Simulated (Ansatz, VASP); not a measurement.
## SiC: VASP beside Ansatz

```
CELL_PARAMETERS angstrom
-0.01362 2.17029 2.18390
2.17029 -0.01362 2.18390
2.15667 2.15667 0.00000
ATOMIC_POSITIONS crystal
Si 0.00000 0.00000 0.00000
C 0.25000 0.25000 0.25000
```

Change from the starting cell: strained cell.

Alike in both runs: task relaxation of the atoms; functional PBEsol; k mesh 10 × 10 × 10; occupations gaussian, width 0.02 eV; no spin polarisation.

|  | VASP | Ansatz |
| --- | --- | --- |
| version | VASP 6.6.1 | Ansatz 0.2.0 |
| potentials or method | VASP PAW PBE potentials, release 64 (Si, C), cutoff 520 eV | scalar-relativistic, plane waves, PAW |
| valence electrons in the cell | 8 | 8 |

```csv
,VASP,Ansatz,Ansatz less VASP
"gap on the k mesh at the Fermi level, each at its own relaxed structure (eV)",1.13,1.14,+0.011
```

VASP's potentials were made for PBE, not for PBEsol, and Ansatz warns of the same on its side. Ansatz's warnings: stress scf threshold loose.
